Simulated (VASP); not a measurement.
A run of VASP 6.6.1:

File POSCAR:

```
C
1.0
    3.5602834153      0.0000000000      0.0000000000
    0.0000000000     -3.5602834153      0.0000000000
    0.0000000000      0.0000000000     -3.5602834153
C
8
Direct
    0.4805403042      0.0194596958      0.0194596958
    0.0000000000      0.5000000000      0.0000000000
    0.0000000000      0.0000000000      0.5000000000
    0.5000000000      0.5000000000      0.5000000000
    0.7500000000      0.7500000000      0.7500000000
    0.2500000000      0.2500000000      0.7500000000
    0.2500000000      0.7500000000      0.2500000000
    0.7500000000      0.2500000000      0.2500000000
```

File INCAR.step1:

```
ALGO     = Normal         # electronic algorithm
EDIFF    = 1E-4           # SCF threshold, eV
ENCUT    = 520            # plane-wave cutoff, eV
GGA      = PE             # functional
ISMEAR   = 0              # smearing method
LASPH    = True           # aspherical terms in the spheres
LCHARG   = False          # write CHGCAR
LREAL    = False          # projectors in reciprocal space
LWAVE    = True           # write WAVECAR
NBANDS   = 26             # bands
NELM     = 100            # most SCF steps
PREC     = Accurate       # precision mode
SIGMA    = 0.05           # smearing width, eV
```

INCAR.step2

```
ALGO     = Normal         # electronic algorithm
EDIFF    = 1E-6           # SCF threshold, eV
ENCUT    = 520            # plane-wave cutoff, eV
ISIF     = 2              # what is computed and relaxed
ISMEAR   = 0              # smearing method
ISTART   = 1            
LASPH    = True           # aspherical terms in the spheres
LCHARG   = False          # write CHGCAR
LMIXTAU  = True         
LREAL    = False          # projectors in reciprocal space
LWAVE    = False          # write WAVECAR
METAGGA  = R2SCAN         # meta-GGA
NBANDS   = 26             # bands
NELM     = 100            # most SCF steps
PREC     = Accurate       # precision mode
SIGMA    = 0.05           # smearing width, eV
```

File KPOINTS:

```
k-points
0
Gamma
  6 6 6
```

Potentials or basis: VASP PAW PBE potentials, release 64 (C).

Run with:

```console
$ cat potpaw_PBE.64/C/POTCAR > POTCAR
$ cp INCAR.step1 INCAR
$ mpirun -np 1 vasp_std > vasp.out
$ cp INCAR.step2 INCAR
$ mpirun -np 1 vasp_std > vasp.out
```

Hardware: 1 thread of Intel(R) Xeon(R) Platinum 8259CL CPU @ 2.50GHz (Skylake/Cascade Lake), on a shared host.

Q: Estimate the wall time of this run.

A: It took 99 s on 1 thread of Intel(R) Xeon(R) Platinum 8259CL CPU @ 2.50GHz (Skylake/Cascade Lake), with other jobs on the host, peak memory 0.16 GiB. Counts: k points 32.
